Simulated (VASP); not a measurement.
Write the native input for VASP 6.6.1 that does the following.

| Item | Value |
| --- | --- |
| Task | single point |
| Functional | PBE |
| Potentials or basis | VASP PAW PBE potentials, release 64 (Si, O_h) |
| Cutoff | 1000 eV |
| k mesh | 2 × 2 × 2, shifted |
| Occupations | gaussian, width 0.1 eV |
| Spin | no spin polarisation |
| Dipole correction | no |
| Further INCAR settings | LREAL = Auto; ALGO = Normal; EDIFF = 1e-06; NBANDS = 72; ISYM = 0 |

The structure of SiO2 lies in POSCAR:

```
SiO2
1.0
    6.7950507002     -0.2481877440     -0.1057695787
   -0.2733847209      6.6368491996      0.0151975002
   -0.1014101458      0.0206052026      6.9261841887
Si O
7 14
Direct
    0.6475803255      0.2918328785      0.2681893273
    0.2869920197      0.4258092783      0.0023609353
    0.8158846223      0.7350643048      0.3912862491
    0.0790231203      0.1575513504      0.6762795148
    0.6412385012      0.0569893145      0.6407463622
    0.0522015622      0.1245813085      0.2262043082
    0.2931983591      0.9006486611      0.9125614269
    0.1203720648      0.9252031658      0.7453265452
    0.2287748718      0.3259066130      0.7880472802
    0.9835512576      0.8499162472      0.2790978353
    0.3223148176      0.6686176692      0.9661302940
    0.2327501307      0.0288546537      0.0974463331
    0.5463260462      0.1807259142      0.4595654712
    0.8446565111      0.1809614903      0.7182538810
    0.1182830554      0.1780198523      0.4509422196
    0.4995322089      0.3634111776      0.0987835516
    0.1080057663      0.3663561285      0.1426610458
    0.6910349506      0.8329724324      0.5512444388
    0.8053718506      0.1450345100      0.1880378730
    0.4994309691      0.0013497282      0.8191724886
    0.7588551158      0.5043811615      0.3588549032
```

These files were run (other wordings do the same):

INCAR

```
PREC = Accurate ; ENCUT = 1000
EDIFF = 1E-6 ; ISMEAR = 0
SIGMA = 0.1 ; LREAL = Auto
LASPH = T ; NELM = 120
ALGO = Normal ; ISIF = 2
LWAVE = F ; LCHARG = F
GGA = PE ; NBANDS = 72
ISYM = 0 ; GGA_COMPAT = F
```

KPOINTS

```
Automatic mesh
0
Gamma
  2 2 2
  0.5 0.5 0.5
```

Potentials or basis: VASP PAW PBE potentials, release 64 (Si, O_h).

Command:

```sh
$ cat potpaw_PBE.64/Si/POTCAR potpaw_PBE.64/O_h/POTCAR > POTCAR
$ mpirun -np 1 vasp_std > vasp.out
```

It gave:

```
Pressure               : 0.0 GPa
Largest force          : 0.041 eV/Å
Band gap on the k mesh : 4.52 eV (least direct gap 4.53 eV)
```

Wall time 4 min on 1 thread of Intel(R) Xeon(R) Platinum 8488C (Sapphire Rapids), on a shared host, peak memory 0.73 GiB.
